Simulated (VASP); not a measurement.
# ZnO7 (Amm2) in VASP: single point with PBE

Aim: the single point of ZnO7 with PBE.

Everything below comes from runs of VASP 6.6.1. Logs are shortened: lines on timing, memory, paths and dates and some standing lists are left out, and cuts for length are marked.

### 1 The cell of the first run

The structure is orthorhombic, space group Amm2 (No. 38). The conventional cell has a = 3.616 Å, b = 10.977 Å, c = 8.991 Å, α = 90.00°, β = 90.00°, γ = 90.00°. Within 2.4 Å of Zn (site symmetry mm2) lie 2 O at 1.81 Å. O (site symmetry m) has 1 O at 1.21 Å within 1.6 Å. O (site symmetry 1) has 1 O at 1.21 Å within 1.6 Å. Within 2.4 Å of O (site symmetry mm2) lie 2 Zn at 1.81 Å.

The cell was built from a structure type or drawn by symmetry, and may not be a known phase.

### 2 Single point, PBE, collinear spin

Input file INCAR:

```
  PREC = Accurate
  ENCUT = 520
  EDIFF = 1E-6
  ISMEAR = 0
  SIGMA = 0.02
  LREAL = False
  LASPH = True
  NELM = 150
  ALGO = Normal
  ISIF = 2
  LWAVE = False
  LCHARG = False
  ISPIN = 2
  MAGMOM = 0 -0.3 -0.3 0.45 0.45 0.45 0.45 0
  LORBIT = 11
  GGA = PE
  NBANDS = 41
```

Input file KPOINTS:

```
Automatic mesh
0
Gamma
  8 4 4
```

Input file POSCAR:

```
ZnO7
1.0
    3.6157839150      0.0000000000      0.0000000000
    0.0000000000      5.4886121486      4.4957442787
    0.0000000000     -5.4886121486      4.4957442787
Zn O
1 7
Direct
    0.5000000000      0.3561582693      0.3561582693
    0.6673206979      0.9231377286      0.9231377286
    0.3326793021      0.9231377286      0.9231377286
    0.3324151932      0.6078315018      0.9092073955
    0.6675848068      0.9092073955      0.6078315018
    0.3324151932      0.9092073955      0.6078315018
    0.6675848068      0.6078315018      0.9092073955
    0.0000000000      0.3571424289      0.3571424289
```

Potentials or basis: VASP PAW PBE potentials, release 64 (Zn, O).

On the command line:

```console
$ cat potpaw_PBE.64/Zn/POTCAR potpaw_PBE.64/O/POTCAR > POTCAR
$ mpirun -np 1 vasp_std > vasp.out
```

OUTCAR:

```text
PREC = Accurate
   ENCUT = 520
   EDIFF = 1E-6
   ISMEAR = 0
   LREAL = False
   LASPH = True
   NELM = 150
   ISIF = 2
   ISPIN = 2
   LORBIT = 11
   GGA = PE

 ion  position               nearest neighbor table
   1  0.500  0.356  0.356-   8 1.81   8 1.81
   2  0.667  0.923  0.923-   3 1.21
   3  0.333  0.923  0.923-   2 1.21
   4  0.332  0.608  0.909-   7 1.21
   5  0.668  0.909  0.608-   6 1.21
   6  0.332  0.909  0.608-   5 1.21
   7  0.668  0.608  0.909-   4 1.21
   8  0.000  0.357  0.357-   1 1.81   1 1.81

  LATTYP: Found a base centered orthorhombic cell.
 ALAT       =     8.9914885574
 B/A-ratio  =     1.2208461621
 C/A-ratio  =     0.4021340729

  Lattice vectors:

 A1 = (   0.0000000000,   5.4886121486,   4.4957442787)
 A2 = (   0.0000000000,  -5.4886121486,   4.4957442787)
 A3 = (   3.6157839150,   0.0000000000,   0.0000000000)

Analysis of symmetry for initial positions (statically):
=====================================================================
 Subroutine PRICEL returns:
 Original cell was already a primitive cell.

 Routine SETGRP: Setting up the symmetry group for a
 base centered orthorhombic supercell.

 Subroutine GETGRP returns: Found  4 space group operations
 (whereof  4 operations were pure point group operations)
 out of a pool of  8 trial point group operations.

The static configuration has the point symmetry C_2v.

Analysis of symmetry for dynamics (positions and initial velocities):
=====================================================================
 Subroutine PRICEL returns:
 Original cell was already a primitive cell.

 Routine SETGRP: Setting up the symmetry group for a
 base centered orthorhombic supercell.

 Subroutine GETGRP returns: Found  4 space group operations
 (whereof  4 operations were pure point group operations)
 out of a pool of  8 trial point group operations.

The dynamic configuration has the point symmetry C_2v.

Analysis of structural, dynamic, and magnetic symmetry:
=====================================================================
 Subroutine PRICEL returns:
 Original cell was already a primitive cell.

 Routine SETGRP: Setting up the symmetry group for a
 base centered orthorhombic supercell.

 Subroutine GETGRP returns: Found  4 space group operations
 (whereof  4 operations were pure point group operations)
 out of a pool of  8 trial point group operations.

The overall configuration has the point symmetry C_2v.

 Subroutine INISYM returns: Found  4 space group operations
 (whereof  4 operations are pure point group operations),
 and found     1 'primitive' translations

----------------------------------------------------------------------------------------

                                     Primitive cell

  volume of cell :     178.4418

  direct lattice vectors                    reciprocal lattice vectors
     3.615783915  0.000000000  0.000000000     0.276565200  0.000000000  0.000000000
     0.000000000  5.488612149  4.495744279     0.000000000  0.091097710  0.111216290
     0.000000000 -5.488612149  4.495744279     0.000000000 -0.091097710  0.111216290

  length of vectors
     3.615783915  7.094827689  7.094827689     0.276565200  0.143763194  0.143763194

  position of ions in fractional coordinates (direct lattice)
     0.500000000  0.356158269  0.356158269
     0.667320698  0.923137729  0.923137729
     0.332679302  0.923137729  0.923137729
     0.332415193  0.607831502  0.909207395
     0.667584807  0.909207395  0.607831502
     0.332415193  0.909207395  0.607831502
     0.667584807  0.607831502  0.909207395
     0.000000000  0.357142429  0.357142429

  ion indices of the primitive-cell ions
   primitive index   ion index
                 1           1
                 2           2
                 3           3
                 4           4
                 5           5
                 6           6
                 7           7
                 8           8

[... 53 lines left out ...]
   k-points           NKPTS =     35   k-points in BZ     NKDIM =     35   number of bands    NBANDS=     41
   number of dos      NEDOS =    301   number of ions     NIONS =      8
   total plane-waves  NPLWV =  81648
   dimension x,y,z NGX =    28 NGY =   54 NGZ =   54
   dimension x,y,z NGXF=    56 NGYF=  108 NGZF=  108
   ions per type =               1   7
   NGX,Y,Z   is equivalent  to a cutoff of  12.87, 12.65, 12.65 a.u.
   NGXF,Y,Z  is equivalent  to a cutoff of  25.75, 25.31, 25.31 a.u.
 SYSTEM =  unknown system
   PREC   = accura    normal or accurate (medium, high low for compatibility)
   ISTART =      0    job   : 0-new  1-cont  2-samecut
   ICHARG =      2    charge: 1-file 2-atom 10-const
   ISPIN  =      2    spin polarized calculation?
   LNONCOLLINEAR =      F non collinear calculations
   LSORBIT =      F    spin-orbit coupling
   LASPH  =      T    aspherical Exc in radial PAW
   ENCUT  =  520.0 eV  38.22 Ry    6.18 a.u.   6.72 13.19 13.19*2*pi/ulx,y,z
   NELM   =    150;   NELMIN=  2; NELMDL= -5     # of ELM steps
   EDIFF  = 0.1E-05   stopping-criterion for ELM
   LREAL  =      F    real-space projection
   EDIFFG = 0.1E-04   stopping-criterion for IOM
   NSW    =      0    number of steps for IOM
   IBRION =     -1    ionic relax: 0-MD 1-quasi-New 2-CG
   NFREE  =      0    steps in history (QN), initial steepest desc. (CG)
   ISIF   =      2    stress and relaxation
   ISYM   =      2    0-nonsym 1-usesym 2-fastsym
   POTIM  = 0.5000    time-step for ionic-motion
   TEBEG  =    0.0;   TEEND  =   0.0 temperature during run
   PSTRESS=    0.0 pullay stress
   NELECT =      54.0000    total number of electrons
   NUPDOWN=      -1.0000    fix difference up-down
   EMIN   =  10.00;   EMAX   =-10.00  energy-range for DOS
   EFERMI =   0.00;   METHOD = LEGACY
   ISMEAR =     0;   SIGMA  =   0.02  broadening in eV -4-tet -1-fermi 0-gaus
   EFERMI_NEDOS =   21; number of points for ismear=-14 and -15
   IALGO  =     38    algorithm
   IMIX   =      4    mixing-type and parameters
     AMIX     =   0.40;   BMIX     =  1.00
     AMIX_MAG =   1.60;   BMIX_MAG =  1.00
  volume/ion in A,a.u.               =      22.31       150.52
  Fermi-wavevector in a.u.,A,eV,Ry     =   1.099108  2.077014 16.436374  1.208039
  Thomas-Fermi vector in A             =   2.235497
   LORBIT       =     11    0 simple, 1 ext, 2 COOP (PROOUT), +10 PAW based schemes
   GGA     = PE    functional components
   LHFCALC =     F    Hartree Fock is set to
   AEXX    =    0.0000 exact exchange contribution
   IVDW    =     0    specifies the selected vdW correction
   LEPSILON=     F    determine dielectric tensor
   LRPA    =     F    only Hartree local field effects (RPA)
 spin polarized calculation
 Gauss-broadening in eV      SIGMA  =   0.02
  energy-cutoff  :      520.00
  volume of cell :      178.44
 maximum number of plane-waves:      4840
 NGX is ok and might be reduce to    28
   NGX = 13   NGY = 27   NGZ = 27

 number of electron      53.9999993 magnetization       2.0001194

 Free energy of the ion-electron system (eV)
  ---------------------------------------------------
  ext. energy  EPLUGINS =         0.00000000
  ---------------------------------------------------
  free energy    TOTEN  =       -36.70420378 eV

  energy without entropy =      -36.70420378  energy(sigma->0) =      -36.70420378

 E-fermi :  -2.2889     XC(G=0):  -6.4647

 val. band max:       -2.4750984332   @ k =   0.5000   0.5000   0.0000
 cond. band min:      -1.8576509222   @ k =   0.5000   0.5000   0.5000
 fundamental gap:      0.6174475111
 Fermi energy:        -2.2889120753

 spin component 1

 k-point     1 :       0.0000    0.0000    0.0000
  band No.  band energies     occupation
      1     -29.8834      1.00000
      2     -29.6609      1.00000
      3     -28.8311      1.00000
      4     -19.0029      1.00000
      5     -16.7591      1.00000
      6     -16.5271      1.00000
[... 997 lines left out ...]
     38       6.8640      0.00000
     39       7.1826      0.00000

 [... further k-points ...]

 spin component 2

 k-point     1 :       0.0000    0.0000    0.0000
  band No.  band energies     occupation
      1     -29.8275      1.00000
      2     -28.7541      1.00000
      3     -28.5987      1.00000
      4     -18.9871      1.00000
      5     -16.5739      1.00000
      6     -15.1176      1.00000
[... 997 lines left out ...]
     38       7.1545      0.00000
     39       7.3125      0.00000

 [... further k-points ...]

 [bands above 39 left out]

------------------------ aborting loop because EDIFF is reached ----------------------------------------

  FORCE on cell =-STRESS in cart. coord.  units (eV):
  Direction    XX          YY          ZZ          XY          YZ          ZX
  --------------------------------------------------------------------------------------
  -------------------------------------------------------------------------------------
  Total        4.7965869     -0.0961188     -0.0989544      0.0000000      0.0000000      0.0000000
  in kB       43.0671654     -0.8630228     -0.8884828      0.0000000      0.0000000      0.0000000
  external PRESSURE =      13.7718866 kB  Pullay stress =       0.0000000 kB

 VOLUME and BASIS-vectors are now :
 -----------------------------------------------------------------------------
  energy-cutoff  :      520.00
  volume of cell :      178.44
      direct lattice vectors                 reciprocal lattice vectors
     3.615783915  0.000000000  0.000000000     0.276565200  0.000000000  0.000000000
     0.000000000  5.488612149  4.495744279     0.000000000  0.091097710  0.111216290
     0.000000000 -5.488612149  4.495744279     0.000000000 -0.091097710  0.111216290

 POSITION                                       TOTAL-FORCE (eV/Angst)
 -----------------------------------------------------------------------------------
      1.80789      0.00000      3.20239         0.000000      0.000000     -0.002554
      2.41289      0.00000      8.30038         1.271964      0.000000      0.023996
      1.20290      0.00000      8.30038        -1.271964      0.000000      0.023996
      1.20194     -1.65414      6.82022        -1.239139     -0.012937     -0.011974
      2.41384      1.65414      6.82022         1.239139      0.012937     -0.011974
      1.20194      1.65414      6.82022        -1.239139      0.012937     -0.011974
      2.41384     -1.65414      6.82022         1.239139     -0.012937     -0.011974
      0.00000      0.00000      3.21124         0.000000      0.000000      0.002457
 -----------------------------------------------------------------------------------
    total drift:                                0.000000      0.000000      0.002191

  FREE ENERGIE OF THE ION-ELECTRON SYSTEM (eV)
  ---------------------------------------------------
  free  energy   TOTEN  =       -36.7042037776 eV

  energy  without entropy=      -36.7042037776  energy(sigma->0) =      -36.70420378

 total charge

# of ion       s       p       d       tot
------------------------------------------
    1        0.524   0.419   9.814  10.757
    2        1.624   3.307   0.000   4.931
    3        1.624   3.307   0.000   4.931
    4        1.620   3.306   0.000   4.926
    5        1.620   3.306   0.000   4.926
    6        1.620   3.306   0.000   4.926
    7        1.620   3.306   0.000   4.926
    8        1.533   3.430   0.000   4.962
--------------------------------------------------
tot         11.784  23.688   9.814  45.286

 magnetization (x)

# of ion       s       p       d       tot
------------------------------------------
    1       -0.000  -0.000   0.001   0.000
    2       -0.003  -0.416   0.000  -0.419
    3       -0.003  -0.416   0.000  -0.419
    4        0.006   0.606   0.000   0.612
    5        0.006   0.606   0.000   0.612
    6        0.006   0.606   0.000   0.612
    7        0.006   0.606   0.000   0.612
    8        0.000   0.009   0.000   0.010
--------------------------------------------------
tot          0.019   1.600   0.001   1.620
```

It took 12 min on 1 thread of Oxide Virtual Turin-like, shared host; peak memory 0.52 GiB.

Results:

```yaml
Free_energy: -36.7042 eV
Pressure: 1.4 GPa
Largest_force: 1.272 eV/Å
Band_gap_on_the_k_mesh: 0.62 eV (least direct gap 0.63 eV)
Net_moment: 2.00 μB per cell
Site_moments: Zn +0.00; O -0.42, +0.61, +0.01 (each value once) μB
Valence_electrons_inside_the_program's_atomic_spheres: Zn 10.76; O 4.93, 4.96 (each value once)
```

Forces in eV/Å, atoms in the order of the input:
```
Zn   0.000  0.000 -0.003
O    1.272  0.000  0.024
O   -1.272  0.000  0.024
O   -1.239 -0.013 -0.012
O    1.239  0.013 -0.012
O   -1.239  0.013 -0.012
O    1.239 -0.013 -0.012
O    0.000  0.000  0.002
```

Levels at points of the mesh, in eV from the valence-band top:
Spin up:
```
           k point  band 26  band 27  band 28  band 29  band 30  band 31
(0.00, 0.00, 0.00)    -0.91    -0.66    -0.61     1.48     1.56     2.14
(0.50, 0.00, 0.00)    -1.15    -0.01     0.00     0.99     1.11     5.83
(0.00, 0.50, 0.00)    -0.91    -0.66    -0.61     1.48     1.56     2.26
(0.50, 0.50, 0.00)    -1.14    -0.02    -0.01     0.97     1.10     5.50
(0.00, 0.50, 0.50)    -0.90    -0.66    -0.61     1.48     1.55     2.33
(0.50, 0.50, 0.50)    -1.14    -0.02    -0.02     0.96     1.08     5.54
```
Spin down:
```csv
k point,band 22,band 23,band 24,band 25,band 26,band 27,band 28,band 29,band 30,band 31
"(0.00, 0.00, 0.00)",-2.93,-1.17,-1.17,-0.82,-0.77,1.41,1.52,1.61,1.73,2.15
"(0.50, 0.00, 0.00)",-3.00,-1.53,-1.47,-0.02,-0.01,0.66,0.87,1.08,1.26,5.83
"(0.00, 0.50, 0.00)",-2.93,-1.19,-1.17,-0.82,-0.77,1.40,1.52,1.60,1.73,2.27
"(0.50, 0.50, 0.00)",-2.99,-1.52,-1.46,-0.03,0.00,0.65,0.85,1.07,1.26,5.52
"(0.00, 0.50, 0.50)",-2.93,-1.18,-1.18,-0.82,-0.76,1.40,1.52,1.60,1.73,2.35
"(0.50, 0.50, 0.50)",-2.98,-1.50,-1.45,-0.02,-0.01,0.62,0.86,1.05,1.25,5.57
```

Caveat: the standard files for N, O and F lose accuracy on very short bonds; forces of over 1 eV/Å act on the atoms, so gaps and moduli don't describe the material at rest.
